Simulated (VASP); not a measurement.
# Al (Fm-3m) in VASP: notebook, part 3 of 3

VASP 6.6.1. Earlier steps stand in the parts before.

**5. Relaxation of cell and atoms, PBE+D3(BJ)**

This run uses another cell than the first one, of 16.60 Å³/atom, 1.053 times its volume.

Contents of INCAR:

```
SYSTEM = Al
ALGO = Normal
EDIFF = 1E-6
EDIFFG = -0.005
ENCUT = 600
GGA = PE
IBRION = 2
ISIF = 3
ISMEAR = -1
IVDW = 12
LASPH = .TRUE.
LCHARG = .FALSE.
LREAL = .FALSE.
LWAVE = .FALSE.
NELM = 100
NSW = 80
PREC = Accurate
SIGMA = 0.02
```

Contents of KPOINTS:

```
k-points
0
G
  10 10 10
  0 0 0
```

Contents of POSCAR:

```
Al
1.0
    0.0000000000      2.0248050000      2.0248050000
    2.0248050000      0.0000000000      2.0248050000
    2.0248050000      2.0248050000      0.0000000000
Al
1
Direct
    0.0000000000      0.0000000000      0.0000000000
```

Launch:

```console
$ cat potpaw_PBE.64/Al/POTCAR > POTCAR
$ mpirun -np 1 vasp_std > vasp.out
```

Wall time 6.4 s (1 thread of Intel Xeon 8259CL, shared host); peak memory 0.14 GiB.

Results (log left out):

```
Free energy                            : -4.0722 eV
Relaxed volume                         : 15.67 Å³/atom
Relaxed cell                           : a = 2.809 Å, b = 2.809 Å, c = 2.809 Å, α = 60.00°, β = 60.00°, γ = 60.00°
Space group after relaxing (to 0.05 Å) : Fm-3m (No. 225)
Energy gained by relaxing              : 12.6 meV/atom
Ionic steps                            : 3
Pressure after relaxing                : 0.0 GPa
Dispersion energy per atom             : -0.355 eV
```

The path:
```
step  energy change (eV)  largest force (eV/Å)  pressure (GPa)  volume (Å³)
   1              0.0000                0.0000           -4.09        16.60
   2             -0.0125                0.0000            0.38        15.60
   3             -0.0126                0.0000           -0.01        15.67
```

Final structure:
```cif
data_structure
_symmetry_space_group_name_H-M 'P 1'
_symmetry_Int_Tables_number 1
_cell_length_a 2.8091
_cell_length_b 2.8091
_cell_length_c 2.8091
_cell_angle_alpha 60.000
_cell_angle_beta 60.000
_cell_angle_gamma 60.000
_cell_volume 15.67
loop_
_atom_site_label
_atom_site_type_symbol
_atom_site_fract_x
_atom_site_fract_y
_atom_site_fract_z
_atom_site_occupancy
Al1 Al 0.00000 0.00000 0.00000 1
```

Levels at points of the mesh, in eV from the Fermi level:
```csv
k point,band 1,band 2,band 3,band 4,band 5
"(0.00, 0.00, 0.00)",-11.59,12.81,12.81,12.81,14.70
"(0.50, 0.00, 0.00)",-4.90,-4.55,11.60,11.60,11.87
"(0.50, 0.50, 0.00)",-3.15,-1.71,5.17,5.74,5.74
```

Caveat: pairwise dispersion overbinds metals, which lowers pressure and volume.

**6. Relaxation of cell and atoms, r2SCAN+rVV10**

This run uses another cell than the first one, of 15.68 Å³/atom, 0.995 times its volume.

Contents of POSCAR:

```
Al
1.0
    0.0000000000      1.9867751931      1.9867751931
    1.9867751931      0.0000000000      1.9867751931
    1.9867751931      1.9867751931      0.0000000000
Al
1
Direct
    0.0000000000      0.0000000000      0.0000000000
```

Contents of INCAR.step1:

```
SYSTEM = Al
PREC     = Accurate       ! precision mode
ENCUT    = 600            ! plane-wave cutoff, eV
ISMEAR   = -1             ! smearing method
SIGMA    = 0.02           ! smearing width, eV
LREAL    = .FALSE.        ! projectors in reciprocal space
LASPH    = .TRUE.         ! aspherical terms in the spheres
NELM     = 80             ! most SCF steps
GGA      = PE             ! functional
ALGO     = Normal         ! electronic algorithm
EDIFF    = 1E-4           ! SCF threshold, eV
LWAVE    = .TRUE.         ! write WAVECAR
LCHARG   = .FALSE.        ! write CHGCAR
```

Contents of INCAR.step2:

```
SYSTEM = Al
PREC     = Accurate       ! precision mode
ENCUT    = 600            ! plane-wave cutoff, eV
EDIFF    = 1E-6           ! SCF threshold, eV
ISMEAR   = -1             ! smearing method
SIGMA    = 0.02           ! smearing width, eV
LREAL    = .FALSE.        ! projectors in reciprocal space
LASPH    = .TRUE.         ! aspherical terms in the spheres
NELM     = 80             ! most SCF steps
ALGO     = Normal         ! electronic algorithm
ISIF     = 3              ! what is computed and relaxed
LWAVE    = .FALSE.        ! write WAVECAR
LCHARG   = .FALSE.        ! write CHGCAR
METAGGA  = R2SCAN         ! meta-GGA
LMIXTAU  = .TRUE.       
LUSE_VDW = .TRUE.       
IVDW_NL  = 2            
BPARAM   = 11.95        
CPARAM   = 0.0093       
IBRION   = 2              ! ionic algorithm
NSW      = 80             ! ionic steps
EDIFFG   = -0.005         ! ionic threshold
ISTART   = 1
```

Contents of KPOINTS:

```
Automatic mesh
0
G
  10 10 10
  0 0 0
```

Potentials or basis: VASP PAW PBE potentials, release 64 (Al).

Launch:

```console
$ cat potpaw_PBE.64/Al/POTCAR > POTCAR
$ cp INCAR.step1 INCAR
$ mpirun -np 1 vasp_std > vasp.out
$ cp INCAR.step2 INCAR
$ mpirun -np 1 vasp_std > vasp.out
```

OUTCAR:

```text
SYSTEM = Al
   PREC = Accurate
   ENCUT = 600
   EDIFF = 1E-6
   ISMEAR = -1
   LREAL = .FALSE.
   LASPH = .TRUE.
   NELM = 80
   ISIF = 3
   METAGGA = R2SCAN
   IVDW_NL = 2
   BPARAM = 11.95
   IBRION = 2
   NSW = 80
   EDIFFG = -0.005
   ISTART = 1

 ion  position               nearest neighbor table
   1  0.000  0.000  0.000-

  LATTYP: Found a face centered cubic cell.
 ALAT       =     3.9735503862

  Lattice vectors:

 A1 = (   0.0000000000,   1.9867751931,   1.9867751931)
 A2 = (   1.9867751931,   0.0000000000,   1.9867751931)
 A3 = (   1.9867751931,   1.9867751931,   0.0000000000)

Analysis of symmetry for initial positions (statically):
=====================================================================
[... 282 lines left out ...]
  ext. energy  EPLUGINS =         0.00000000
  ---------------------------------------------------
  free energy    TOTEN  =        -6.65814590 eV

  energy without entropy =       -6.65728087  energy(sigma->0) =       -6.65771339

 E-fermi :   8.5507     XC(G=0): -11.0965

 val. band max:        8.5129119772   @ k =  -0.3000   0.5000   0.2000
 cond. band min:       8.7477999455   @ k =  -0.3000   0.2000   0.0000
 fundamental gap:      0.2348879683
 Fermi energy:         8.5507062590

 k-point     1 :       0.0000    0.0000    0.0000
  band No.  band energies     occupation
      1      -3.6658      2.00000
      2      22.1221      0.00000
      3      22.1221      0.00000
      4      22.1221      0.00000
      5      24.4218      0.00000
[... 177 lines left out ...]
 k-point    24 :       0.4000    0.3000    0.0000
  band No.  band energies     occupation
      1       1.3077      2.00000
      2      12.1708      0.00000
      3      12.8407      0.00000
      4      15.6852      0.00000
      5      17.0098      0.00000

 [... further k-points ...]
[... 5 lines left out ...]
  --------------------------------------------------------------------------------------
  -------------------------------------------------------------------------------------
  Total       -0.0046404     -0.0046404     -0.0046404     -0.0000000      0.0000000     -0.0000000
  in kB       -0.4729609     -0.4729609     -0.4729609     -0.0000000      0.0000000     -0.0000000
  external PRESSURE =      -0.4729609 kB  Pullay stress =       0.0000000 kB
[... 16 lines left out ...]
  FREE ENERGIE OF THE ION-ELECTRON SYSTEM (eV)
  ---------------------------------------------------
  free  energy   TOTEN  =        -6.6581458992 eV

  energy  without entropy=       -6.6572808715  energy(sigma->0) =       -6.65771339

 reached required accuracy - stopping structural energy minimisation
```

OUTCAR.step1:

```text
SYSTEM = Al
   PREC = Accurate
   ENCUT = 600
   ISMEAR = -1
   LREAL = .FALSE.
   LASPH = .TRUE.
[... 409 lines left out ...]
 -----------------------------------------------------------------------------------
      0.00000      0.00000      0.00000         0.000000      0.000000      0.000000
 -----------------------------------------------------------------------------------
    total drift:                               -0.000000      0.000000      0.000000

  FREE ENERGIE OF THE ION-ELECTRON SYSTEM (eV)
  ---------------------------------------------------
  free  energy   TOTEN  =        -3.7176552234 eV

  energy  without entropy=       -3.7165652772  energy(sigma->0) =       -3.71711025
```

OSZICAR.step1:

```text
N       E                     dE             d eps       ncg     rms          rms(c)
DAV:   1    -0.994263659549E+00   -0.99426E+00   -0.99370E+02   475   0.387E+02
DAV:   2    -0.371872775724E+01   -0.27245E+01   -0.26800E+01   595   0.369E+01
DAV:   3    -0.374217787876E+01   -0.23450E-01   -0.23443E-01   635   0.410E+00
DAV:   4    -0.374226484590E+01   -0.86967E-04   -0.86966E-04   665   0.257E-01
DAV:   5    -0.374226504682E+01   -0.20092E-06   -0.20212E-06   605   0.104E-02    0.140E+00
DAV:   6    -0.372798777061E+01    0.14277E-01   -0.15746E-03   575   0.302E-01    0.813E-01
DAV:   7    -0.371765959623E+01    0.10328E-01   -0.47298E-03   555   0.489E-01    0.156E-01
DAV:   8    -0.371765522340E+01    0.43728E-05   -0.21609E-05   440   0.525E-02
   1 F= -.37176552E+01 E0= -.37171103E+01  d E =-.108995E-02
```

Run time: 1.7 min. Hardware: 1 thread of Intel Xeon 8259CL, shared host; peak memory 0.21 GiB.

Results:

| Property | Result |
| --- | --- |
| Free energy | -6.6581 eV |
| Relaxed volume | 15.72 Å³/atom |
| Relaxed cell | a = 2.812 Å, b = 2.812 Å, c = 2.812 Å, α = 60.00°, β = 60.00°, γ = 60.00° |
| Space group after relaxing (to 0.05 Å) | Fm-3m (No. 225) |
| Energy gained by relaxing | 0.0 meV/atom |
| Ionic steps | 4 |
| Pressure after relaxing | 0.0 GPa |

Final structure:
```xyz
1
Lattice="0.0000 1.9882 1.9882 1.9882 0.0000 1.9882 1.9882 1.9882 0.0000" Properties=species:S:1:pos:R:3 pbc="T T T"
Al    1.9882    1.9882    0.0000
```

Caveat: the PAW data sets were made with another functional, which shifts forces and pressure a little.

**7. Single point, HSE06**

Contents of POSCAR:

```
Al
1.0
    0.0000000000      1.9901956565      1.9901956565
    1.9901956565      0.0000000000      1.9901956565
    1.9901956565      1.9901956565      0.0000000000
Al
1
Direct
    0.0000000000      0.0000000000      0.0000000000
```

Contents of INCAR.step1:

```
ALGO = Normal
EDIFF = 1E-5
ENCUT = 520
GGA = PE
ISIF = 2
ISMEAR = -1
LASPH = T
LCHARG = F
LREAL = F
LWAVE = T
NBANDS = 8
NELM = 80
PREC = Accurate
SIGMA = 0.02
```

Contents of INCAR.step2:

```
ALGO = Normal
EDIFF = 1E-6
ENCUT = 520
GGA = PE
HFSCREEN = 0.2079
ISIF = 2
ISMEAR = -1
ISTART = 1
LASPH = T
LCHARG = F
LHFCALC = T
LREAL = F
LWAVE = F
NBANDS = 8
NELM = 80
PREC = Accurate
PRECFOCK = Normal
SIGMA = 0.02
```

Contents of KPOINTS:

```
k-points
0
Gamma
  8 8 8
```

Potentials or basis: VASP PAW PBE potentials, release 64 (Al).

Launch:

```console
$ cat potpaw_PBE.64/Al/POTCAR > POTCAR
$ cp INCAR.step1 INCAR
$ mpirun -np 1 vasp_std > vasp.out
$ cp INCAR.step2 INCAR
$ mpirun -np 1 vasp_std > vasp.out
```

OUTCAR:

```text
EDIFF = 1E-6
   ENCUT = 520
   GGA = PE
   HFSCREEN = 0.2079
   ISIF = 2
   ISMEAR = -1
   ISTART = 1
   LASPH = T
   LHFCALC = T
   LREAL = F
   NELM = 80
   PREC = Accurate
   PRECFOCK = Normal

 ion  position               nearest neighbor table
   1  0.000  0.000  0.000-

  LATTYP: Found a face centered cubic cell.
 ALAT       =     3.9803913130

  Lattice vectors:

 A1 = (   0.0000000000,   1.9901956565,   1.9901956565)
 A2 = (   1.9901956565,   0.0000000000,   1.9901956565)
 A3 = (   1.9901956565,   1.9901956565,   0.0000000000)

Analysis of symmetry for initial positions (statically):
=====================================================================
 Subroutine PRICEL returns:
 Original cell was already a primitive cell.

 Routine SETGRP: Setting up the symmetry group for a
 face centered cubic supercell.

 Subroutine GETGRP returns: Found 48 space group operations
 (whereof 48 operations were pure point group operations)
 out of a pool of 48 trial point group operations.

The static configuration has the point symmetry O_h .

Analysis of symmetry for dynamics (positions and initial velocities):
=====================================================================
 Subroutine PRICEL returns:
 Original cell was already a primitive cell.

 Routine SETGRP: Setting up the symmetry group for a
 face centered cubic supercell.

 Subroutine GETGRP returns: Found 48 space group operations
 (whereof 48 operations were pure point group operations)
 out of a pool of 48 trial point group operations.

The dynamic configuration has the point symmetry O_h .

 Subroutine INISYM returns: Found 48 space group operations
 (whereof 48 operations are pure point group operations),
 and found     1 'primitive' translations

[... 113 lines left out ...]
  volume/ion in A,a.u.               =      15.77       106.39
  Fermi-wavevector in a.u.,A,eV,Ry     =   0.941621  1.779406 12.063608  0.886650
  Thomas-Fermi vector in A             =   2.069150
   LORBIT       =      0    0 simple, 1 ext, 2 COOP (PROOUT), +10 PAW based schemes
   GGA     = PE    functional components
   LHFCALC =     T    Hartree Fock is set to
   PRECFOCK=normal    Normal, Fast or Accurate (Low or Medium for compatibility)
   ENCUT4O =  -1.0   cutoff for four orbital integrals eV
   NKREDX  =     1    reduce k-point grid by
   NKREDY  =     1    reduce k-point grid by
   NKREDZ  =     1    reduce k-point grid by
   AEXX    =    0.2500 exact exchange contribution
   HFSCREEN=    0.2079 screening length (either q_TF or 0.3 A-1)
   HFSCREENC=   0.2079 screening length for correlation (either q_TF or 0.3 A-1)
   ENCUTFOCK=  -1.0 apply spherical cutoff to Coloumb kernel
   IVDW    =     0    specifies the selected vdW correction
   LEPSILON=     F    determine dielectric tensor
   LRPA    =     F    only Hartree local field effects (RPA)
 non-spin polarized calculation
  energy-cutoff  :      520.00
  volume of cell :       15.77
 maximum number of plane-waves:       444
 NGX is ok and might be reduce to    24
  NGX = 16; NGY = 16; NGZ = 16

 number of electron       3.0000000 magnetization

 Free energy of the ion-electron system (eV)
  ---------------------------------------------------
  ext. energy  EPLUGINS =         0.00000000
  ---------------------------------------------------
  free energy    TOTEN  =        -4.09249476 eV

  energy without entropy =       -4.09088545  energy(sigma->0) =       -4.09169010

 E-fermi :   8.6104     XC(G=0):  -8.5388

 val. band max:        8.2338389383   @ k =  -0.3750   0.3750   0.0000
 cond. band min:       8.6467704349   @ k =   0.5000   0.2500   0.1250
 fundamental gap:      0.4129314966
 Fermi energy:         8.6103764357

 k-point     1 :       0.0000    0.0000    0.0000
  band No.  band energies     occupation
      1      -4.5680      2.00000
      2      22.4609      0.00000
      3      22.4609      0.00000
      4      22.4609      0.00000
      5      24.3283      0.00000
      6      24.3283      0.00000
      7      24.3283      0.00000
      8      26.2714      0.00000
[... 243 lines left out ...]
 k-point    24 :      -0.3750    0.2500    0.1250
  band No.  band energies     occupation
      1       4.2405      2.00000
      2       4.6870      2.00000
      3      14.1167      0.00000
      4      14.8730      0.00000
      5      23.2924      0.00000
      6      23.6927      0.00000
      7      30.8303      0.00000
      8      31.0509      0.00000

 [... further k-points ...]
[... 5 lines left out ...]
  --------------------------------------------------------------------------------------
  -------------------------------------------------------------------------------------
  Total        0.3328287      0.3328287      0.3328287     -0.0000000      0.0000000     -0.0000000
  in kB       33.8231512     33.8231512     33.8231512     -0.0000000      0.0000000     -0.0000000
  external PRESSURE =      33.8231512 kB  Pullay stress =       0.0000000 kB

 VOLUME and BASIS-vectors are now :
 -----------------------------------------------------------------------------
  energy-cutoff  :      520.00
  volume of cell :       15.77
      direct lattice vectors                 reciprocal lattice vectors
     0.000000000  1.990195657  1.990195657    -0.251231580  0.251231580  0.251231580
     1.990195657  0.000000000  1.990195657     0.251231580 -0.251231580  0.251231580
     1.990195657  1.990195657  0.000000000     0.251231580  0.251231580 -0.251231580

 POSITION                                       TOTAL-FORCE (eV/Angst)
 -----------------------------------------------------------------------------------
      0.00000      0.00000      0.00000         0.000000     -0.000000     -0.000000
 -----------------------------------------------------------------------------------
    total drift:                                0.000000      0.000000      0.000000

  FREE ENERGIE OF THE ION-ELECTRON SYSTEM (eV)
  ---------------------------------------------------
  free  energy   TOTEN  =        -4.0924947557 eV

  energy  without entropy=       -4.0908854527  energy(sigma->0) =       -4.09169010
```

OUTCAR.step1:

```text
EDIFF = 1E-5
   ENCUT = 520
   GGA = PE
   ISIF = 2
   ISMEAR = -1
   LASPH = T
[... 479 lines left out ...]

 POSITION                                       TOTAL-FORCE (eV/Angst)
 -----------------------------------------------------------------------------------
      0.00000      0.00000      0.00000         0.000000     -0.000000      0.000000
 -----------------------------------------------------------------------------------
    total drift:                               -0.000000     -0.000000     -0.000000

  FREE ENERGIE OF THE ION-ELECTRON SYSTEM (eV)
  ---------------------------------------------------
  free  energy   TOTEN  =        -3.7309804717 eV

  energy  without entropy=       -3.7295658929  energy(sigma->0) =       -3.73027318
```

OSZICAR.step1:

```text
N       E                     dE             d eps       ncg     rms          rms(c)
DAV:   1    -0.223572937483E+01   -0.22357E+01   -0.88455E+02   464   0.206E+02
DAV:   2    -0.374863967710E+01   -0.15129E+01   -0.14375E+01   656   0.192E+01
DAV:   3    -0.375405416452E+01   -0.54145E-02   -0.54123E-02   576   0.133E+00
DAV:   4    -0.375406582049E+01   -0.11656E-04   -0.11656E-04   696   0.515E-02
DAV:   5    -0.375406584653E+01   -0.26036E-07   -0.26043E-07   592   0.129E-03    0.138E+00
DAV:   6    -0.374069457375E+01    0.13371E-01   -0.13863E-03   608   0.180E-01    0.805E-01
DAV:   7    -0.373098570968E+01    0.97089E-02   -0.41838E-03   584   0.292E-01    0.155E-01
DAV:   8    -0.373098047167E+01    0.52380E-05   -0.13447E-05   640   0.265E-02
   1 F= -.37309805E+01 E0= -.37302732E+01  d E =-.141458E-02
```

Run time: 5.7 min. Hardware: 1 thread of Intel Xeon 8259CL, shared host; peak memory 0.24 GiB.

Results:

```
Free energy : -4.0925 eV
Pressure    : 3.4 GPa
```

Levels at points of the mesh, in eV from the Fermi level:
```tsv
k point	band 1	band 2	band 3	band 4
(0.00, 0.00, 0.00)	-13.18	13.85	13.85	13.85
(0.50, 0.00, 0.00)	-5.60	-5.20	12.57	12.57
(0.50, 0.50, 0.00)	-3.66	-1.83	5.71	6.33
```

Caveat: the PAW data sets were made with another functional, which shifts forces and pressure a little.

**8. Overview**

```tsv
task	level	cell	k mesh	cutoff (eV)	grid for exact exchange (PRECFOCK)	screening parameter	gap on the mesh (eV)	pressure (GPa)	relaxed volume (Å³/atom)
single point	PBE	a = 2.815 Å, angles 60.0°, 1 atom	10 × 10 × 10	520	-	-	none	3.2	-
single point	r2SCAN+rVV10	a = 2.815 Å, angles 60.0°, 1 atom	10 × 10 × 10	520	-	-	none	-0.3	-
single point	r2SCAN	a = 2.815 Å, angles 60.0°, 1 atom	10 × 10 × 10	520	-	-	none	0.0	-
relaxation of cell and atoms	PBE+D3(BJ)	relaxed from a = 2.864 Å, angles 60.0°, 1 atom	10 × 10 × 10	600	-	-	none	0.0	15.67
relaxation of cell and atoms	r2SCAN+rVV10	relaxed from a = 2.810 Å, angles 60.0°, 1 atom	10 × 10 × 10	600	-	-	none	0.0	15.72
single point	HSE06	a = 2.815 Å, angles 60.0°, 1 atom	8 × 8 × 8	520	Normal	0.2079 1/Å	none	3.4	-
```

Alike in all rows: potentials or basis VASP PAW PBE potentials, release 64 (Al); no spin polarisation; smearing fermi-dirac 0.02 eV.

Every run on the cell as given and a fine mesh finds a metal. The pressure there spans -0.3 GPa (r2SCAN+rVV10) to 3.4 GPa (HSE06); a positive pressure means that this level wants a larger cell, a negative one a smaller.

Caveats: the PAW data sets were made with another functional, which shifts forces and pressure a little (some runs); pairwise dispersion overbinds metals, which lowers pressure and volume (some runs).

Total energies depend on the potentials used, so only differences within one code and one set of settings carry meaning.
